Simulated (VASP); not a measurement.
Here is a VASP 6.6.1 calculation.

Contents of INCAR:

```
ALGO = Normal ; EDIFF = 1E-6
ENCUT = 520 ; GGA = PS
ISIF = 2 ; ISMEAR = 0
LASPH = T ; LCHARG = F
LREAL = F ; LWAVE = F
NBANDS = 23 ; NELM = 60
PREC = Accurate ; SIGMA = 0.1
```

The input KPOINTS:

```
k-points
0
Gamma
  18 18 8
```

POSCAR

```
HfN
1.0
    3.1277073043      0.0000000000      0.0000000000
   -1.5638536522      2.7086739811      0.0000000000
    0.0000000000      0.0000000000      5.3909359289
Hf N
2 2
Direct
    0.6666666667      0.3333333333      0.7500000000
    0.3333333333      0.6666666667      0.2500000000
    0.0000000000      0.0000000000      0.0000000000
    0.0000000000      0.0000000000      0.5000000000
```

Potentials or basis: VASP PAW PBE potentials, release 64 (Hf_pv, N).

The run is started by

```sh
$ cat potpaw_PBE.64/Hf_pv/POTCAR potpaw_PBE.64/N/POTCAR > POTCAR
$ mpirun -np 1 vasp_std > vasp.out
```

Task: What does it give for the band gap on the k mesh?

Result: Zero (band 15 reaches 9.73 eV, above the bottom of band 16 at 7.38 eV).

Task: Predict the pressure.

Result: -2.1 GPa.

Stress tensor (GPa, compression positive):
```
-2.13  0.00  0.00
 0.00 -2.13  0.00
 0.00  0.00 -2.02
```

Caveat: the PAW data sets were made with another functional, which shifts forces and pressure a little; spin-orbit coupling is left out, which moves the levels of the heavy elements.
